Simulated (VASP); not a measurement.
# TiO2 (P4_2/mnm) in VASP: single point with PBE

Aim: the single point of TiO2 with PBE.

All numbers are computed with VASP 6.6.1; they aren't measurements. Logs are shortened: lines on timing, memory, paths and dates and some standing lists are left out, and cuts for length are marked.

## 1. The cell of the first run

Symmetry: P4_2/mnm, No. 136, tetragonal system. The conventional cell has a = 4.643 Å, b = 4.643 Å, c = 2.964 Å, α = 90.00°, β = 90.00°, γ = 90.00°. Within 2.6 Å of Ti (site symmetry mmm) lie 6 O at 1.96 to 2.00 Å. Within 2.6 Å of O (site symmetry m2m) lie 3 Ti at 1.96 to 2.00 Å and 1 O at 2.56 Å.

## 2. Single point, PBE

INCAR reads:

```
  PREC = Accurate
  ENCUT = 520
  EDIFF = 1E-7
  ISMEAR = 0
  SIGMA = 0.02
  LREAL = False
  LASPH = True
  NELM = 80
  ALGO = Normal
  ISIF = 2
  LWAVE = False
  LCHARG = True
  GGA = PE
  LELF = True
  LVHAR = True
  NBANDS = 33
```

KPOINTS reads:

```
Automatic mesh
0
Gamma
  6 6 10
```

POSCAR reads:

```
TiO2
1.0
    4.6433174474      0.0000000000      0.0000000000
    0.0000000000      4.6433174474      0.0000000000
    0.0000000000      0.0000000000      2.9638682987
Ti O
2 4
Direct
    0.5000000000      0.5000000000      0.0000000000
    0.0000000000      0.0000000000      0.5000000000
    0.6948714801      0.6948714801      0.5000000000
    0.8051285199      0.1948714801      0.0000000000
    0.1948714801      0.8051285199      0.0000000000
    0.3051285199      0.3051285199      0.5000000000
```

Potentials or basis: VASP PAW PBE potentials, release 64 (Ti_sv, O).

Command:

```sh
> cat potpaw_PBE.64/Ti_sv/POTCAR potpaw_PBE.64/O/POTCAR > POTCAR
> mpirun -np 1 vasp_std > vasp.out
```

OUTCAR:

```text
PREC = Accurate
   ENCUT = 520
   EDIFF = 1E-7
   ISMEAR = 0
   LREAL = False
   LASPH = True
   NELM = 80
   ISIF = 2
   GGA = PE

 ion  position               nearest neighbor table
   1  0.500  0.500  0.000-   3 1.96   6 1.96   3 1.96   6 1.96   5 2.00   4 2.00
   2  0.000  0.000  0.500-   4 1.96   5 1.96   4 1.96   5 1.96   3 2.00   6 2.00
   3  0.695  0.695  0.500-   1 1.96   1 1.96   2 2.00
   4  0.805  0.195  0.000-   2 1.96   2 1.96   1 2.00
   5  0.195  0.805  0.000-   2 1.96   2 1.96   1 2.00
   6  0.305  0.305  0.500-   1 1.96   1 1.96   2 2.00

  LATTYP: Found a simple tetragonal cell.
 ALAT       =     4.6433174474
 C/A-ratio  =     0.6383083501

  Lattice vectors:

 A1 = (   4.6433174474,   0.0000000000,   0.0000000000)
 A2 = (   0.0000000000,   4.6433174474,   0.0000000000)
 A3 = (   0.0000000000,   0.0000000000,   2.9638682987)

Analysis of symmetry for initial positions (statically):
=====================================================================
 Subroutine PRICEL returns:
 Original cell was already a primitive cell.

 Routine SETGRP: Setting up the symmetry group for a
 simple tetragonal supercell.

 Subroutine GETGRP returns: Found 16 space group operations
 (whereof  8 operations were pure point group operations)
 out of a pool of 16 trial point group operations.

The static configuration has the point symmetry D_2h.
 The point group associated with its full space group is D_4h.

Analysis of symmetry for dynamics (positions and initial velocities):
=====================================================================
 Subroutine PRICEL returns:
 Original cell was already a primitive cell.

 Routine SETGRP: Setting up the symmetry group for a
 simple tetragonal supercell.

 Subroutine GETGRP returns: Found 16 space group operations
 (whereof  8 operations were pure point group operations)
 out of a pool of 16 trial point group operations.

The dynamic configuration has the point symmetry D_2h.
 The point group associated with its full space group is D_4h.

 Subroutine INISYM returns: Found 16 space group operations
 (whereof  8 operations are pure point group operations),
 and found     1 'primitive' translations

----------------------------------------------------------------------------------------

                                     Primitive cell

  volume of cell :      63.9022

  direct lattice vectors                    reciprocal lattice vectors
     4.643317447  0.000000000  0.000000000     0.215363264  0.000000000  0.000000000
     0.000000000  4.643317447  0.000000000     0.000000000  0.215363264  0.000000000
     0.000000000  0.000000000  2.963868299     0.000000000  0.000000000  0.337396908

  length of vectors
     4.643317447  4.643317447  2.963868299     0.215363264  0.215363264  0.337396908

  position of ions in fractional coordinates (direct lattice)
     0.500000000  0.500000000  0.000000000
     0.000000000  0.000000000  0.500000000
     0.694871480  0.694871480  0.500000000
     0.805128520  0.194871480  0.000000000
     0.194871480  0.805128520  0.000000000
     0.305128520  0.305128520  0.500000000

  ion indices of the primitive-cell ions
   primitive index   ion index
                 1           1
                 2           2
                 3           3
                 4           4
                 5           5
                 6           6

----------------------------------------------------------------------------------------

 KPOINTS: Automatic mesh

Automatic generation of k-mesh.
 Grid dimensions read from file:
 generate k-points for:    6    6   10

 Generating k-lattice:

  Cartesian coordinates                     Fractional coordinates (reciprocal lattice)
     0.035893877  0.000000000  0.000000000     0.166666667  0.000000000  0.000000000
     0.000000000  0.035893877  0.000000000     0.000000000  0.166666667  0.000000000
     0.000000000  0.000000000  0.033739691     0.000000000  0.000000000  0.100000000

  Length of vectors
     0.035893877  0.035893877  0.033739691

  Shift w.r.t. Gamma in fractional coordinates (k-lattice)
     0.000000000  0.000000000  0.000000000

 Subroutine IBZKPT returns following result:
 ===========================================

 Found     60 irreducible k-points:

 Following reciprocal coordinates:
            Coordinates               Weight
  0.000000  0.000000  0.000000      1.000000
  0.166667  0.000000  0.000000      4.000000
  0.333333  0.000000  0.000000      4.000000
  0.500000  0.000000  0.000000      2.000000
  0.166667  0.166667  0.000000      4.000000
  0.333333  0.166667  0.000000      8.000000
[... 16 lines left out ...]
  0.333333  0.000000  0.200000      8.000000
  0.500000  0.000000  0.200000      4.000000
 [... further k-points ...]
   k-points           NKPTS =     60   k-points in BZ     NKDIM =     60   number of bands    NBANDS=     33
   number of dos      NEDOS =    301   number of ions     NIONS =      6
   total plane-waves  NPLWV =  31104
   dimension x,y,z NGX =    36 NGY =   36 NGZ =   24
   dimension x,y,z NGXF=    72 NGYF=   72 NGZF=   48
   ions per type =               2   4
   NGX,Y,Z   is equivalent  to a cutoff of  12.89, 12.89, 13.46 a.u.
   NGXF,Y,Z  is equivalent  to a cutoff of  25.78, 25.78, 26.92 a.u.
 SYSTEM =  unknown system
   PREC   = accura    normal or accurate (medium, high low for compatibility)
   ISTART =      0    job   : 0-new  1-cont  2-samecut
   ICHARG =      2    charge: 1-file 2-atom 10-const
   ISPIN  =      1    spin polarized calculation?
   LNONCOLLINEAR =      F non collinear calculations
   LSORBIT =      F    spin-orbit coupling
   LASPH  =      T    aspherical Exc in radial PAW
   ENCUT  =  520.0 eV  38.22 Ry    6.18 a.u.   8.63  8.63  5.51*2*pi/ulx,y,z
   NELM   =     80;   NELMIN=  2; NELMDL= -5     # of ELM steps
   EDIFF  = 0.1E-06   stopping-criterion for ELM
   LREAL  =      F    real-space projection
   EDIFFG = 0.1E-05   stopping-criterion for IOM
   NSW    =      0    number of steps for IOM
   IBRION =     -1    ionic relax: 0-MD 1-quasi-New 2-CG
   NFREE  =      0    steps in history (QN), initial steepest desc. (CG)
   ISIF   =      2    stress and relaxation
   ISYM   =      2    0-nonsym 1-usesym 2-fastsym
   POTIM  = 0.5000    time-step for ionic-motion
   TEBEG  =    0.0;   TEEND  =   0.0 temperature during run
   PSTRESS=    0.0 pullay stress
   NELECT =      48.0000    total number of electrons
   NUPDOWN=      -1.0000    fix difference up-down
   EMIN   =  10.00;   EMAX   =-10.00  energy-range for DOS
   EFERMI =   0.00;   METHOD = LEGACY
   ISMEAR =     0;   SIGMA  =   0.02  broadening in eV -4-tet -1-fermi 0-gaus
   EFERMI_NEDOS =   21; number of points for ismear=-14 and -15
   IALGO  =     38    algorithm
   IMIX   =      4    mixing-type and parameters
     AMIX     =   0.40;   BMIX     =  1.00
     AMIX_MAG =   1.60;   BMIX_MAG =  1.00
  volume/ion in A,a.u.               =      10.65        71.87
  Fermi-wavevector in a.u.,A,eV,Ry     =   1.488161  2.812217 30.131792  2.214624
  Thomas-Fermi vector in A             =   2.601231
   LORBIT       =      0    0 simple, 1 ext, 2 COOP (PROOUT), +10 PAW based schemes
   GGA     = PE    functional components
   LHFCALC =     F    Hartree Fock is set to
   AEXX    =    0.0000 exact exchange contribution
   IVDW    =     0    specifies the selected vdW correction
   LEPSILON=     F    determine dielectric tensor
   LRPA    =     F    only Hartree local field effects (RPA)
 non-spin polarized calculation
 Gauss-broadening in eV      SIGMA  =   0.02
  energy-cutoff  :      520.00
  volume of cell :       63.90
 maximum number of plane-waves:      1748
 NGX is ok and might be reduce to    36
   NGX = 17   NGY = 17   NGZ = 11

 number of electron      48.0000021 magnetization

 Free energy of the ion-electron system (eV)
  ---------------------------------------------------
  ext. energy  EPLUGINS =         0.00000000
  ---------------------------------------------------
  free energy    TOTEN  =       -53.67621801 eV

  energy without entropy =      -53.67621801  energy(sigma->0) =      -53.67621801

 E-fermi :   4.6970     XC(G=0): -11.2846

 val. band max:        4.5767533537   @ k =   0.0000   0.0000   0.0000
 cond. band min:       6.4121118427   @ k =   0.0000   0.0000   0.0000
 fundamental gap:      1.8353584890
 Fermi energy:         4.6970151624

 k-point     1 :       0.0000    0.0000    0.0000
  band No.  band energies     occupation
      1     -52.3820      2.00000
      2     -52.3672      2.00000
      3     -28.6689      2.00000
      4     -28.6689      2.00000
      5     -28.5190      2.00000
      6     -28.5190      2.00000
[... 25 lines left out ...]
     32      11.0480      0.00000
     33      11.0492      0.00000

 k-point     2 :       0.1667    0.0000    0.0000
  band No.  band energies     occupation
      1     -52.3811      2.00000
      2     -52.3682      2.00000
      3     -28.6611      2.00000
      4     -28.6605      2.00000
      5     -28.5283      2.00000
      6     -28.5276      2.00000
[... 25 lines left out ...]
     32      10.9622      0.00000
     33      10.9799      0.00000

 k-point     3 :       0.3333    0.0000    0.0000
  band No.  band energies     occupation
      1     -52.3783      2.00000
      2     -52.3709      2.00000
      3     -28.6408      2.00000
      4     -28.6391      2.00000
      5     -28.5514      2.00000
      6     -28.5496      2.00000
[... 25 lines left out ...]
     32      10.7911      0.00000
     33      10.8252      0.00000

 k-point     4 :       0.5000    0.0000    0.0000
  band No.  band energies     occupation
      1     -52.3746      2.00000
      2     -52.3746      2.00000
      3     -28.6239      2.00000
      4     -28.6239      2.00000
      5     -28.5674      2.00000
      6     -28.5674      2.00000
[... 673 lines left out ...]
     32      10.3502      0.00000
     33      10.5647      0.00000

 k-point    23 :       0.3333    0.0000    0.2000
  band No.  band energies     occupation
      1     -52.3643      2.00000
      2     -52.3583      2.00000
      3     -28.6393      2.00000
      4     -28.6209      2.00000
      5     -28.6026      2.00000
      6     -28.5898      2.00000
[... 25 lines left out ...]
     32       9.9608      0.00000
     33      10.5653      0.00000

 k-point    24 :       0.5000    0.0000    0.2000
  band No.  band energies     occupation
      1     -52.3613      2.00000
      2     -52.3613      2.00000
      3     -28.6319      2.00000
      4     -28.6319      2.00000
      5     -28.5862      2.00000
      6     -28.5862      2.00000
[... 25 lines left out ...]
     32       9.7625      0.00000
     33      10.9150      0.00000

 [... further k-points ...]
[... 5 lines left out ...]
  --------------------------------------------------------------------------------------
  -------------------------------------------------------------------------------------
  Total        0.2192916      0.2192916      0.3494696      0.0000000      0.0000000      0.0000000
  in kB        5.4981538      5.4981538      8.7620219      0.0000000      0.0000000      0.0000000
  external PRESSURE =       6.5861098 kB  Pullay stress =       0.0000000 kB

 VOLUME and BASIS-vectors are now :
 -----------------------------------------------------------------------------
  energy-cutoff  :      520.00
  volume of cell :       63.90
      direct lattice vectors                 reciprocal lattice vectors
     4.643317447  0.000000000  0.000000000     0.215363264  0.000000000  0.000000000
     0.000000000  4.643317447  0.000000000     0.000000000  0.215363264  0.000000000
     0.000000000  0.000000000  2.963868299     0.000000000  0.000000000  0.337396908

 POSITION                                       TOTAL-FORCE (eV/Angst)
 -----------------------------------------------------------------------------------
      2.32166      2.32166      0.00000         0.000000      0.000000     -0.000000
      0.00000      0.00000      1.48193         0.000000      0.000000     -0.000000
      3.22651      3.22651      1.48193         0.020266      0.020266      0.000000
      3.73847      0.90485      0.00000        -0.020266      0.020266     -0.000000
      0.90485      3.73847      0.00000         0.020266     -0.020266     -0.000000
      1.41681      1.41681      1.48193        -0.020266     -0.020266     -0.000000
 -----------------------------------------------------------------------------------
    total drift:                               -0.000000      0.000000      0.000000

  FREE ENERGIE OF THE ION-ELECTRON SYSTEM (eV)
  ---------------------------------------------------
  free  energy   TOTEN  =       -53.6762180136 eV

  energy  without entropy=      -53.6762180136  energy(sigma->0) =      -53.67621801
```

Wall time 1.8 min (1 thread of AMD EPYC 7R13 (Zen 3), shared host); peak memory 0.2 GiB.

Results:

```yaml
Free_energy: -53.6762 eV
Pressure: 0.7 GPa
Largest_force: 0.029 eV/Å
Band_gap_on_the_k_mesh: 1.84 eV
```

Forces on the atoms (eV/Å):
```
Ti   0.000  0.000  0.000
Ti   0.000  0.000  0.000
O    0.020  0.020  0.000
O   -0.020  0.020  0.000
O    0.020 -0.020  0.000
O   -0.020 -0.020  0.000
```

A k mesh can miss the band edges.
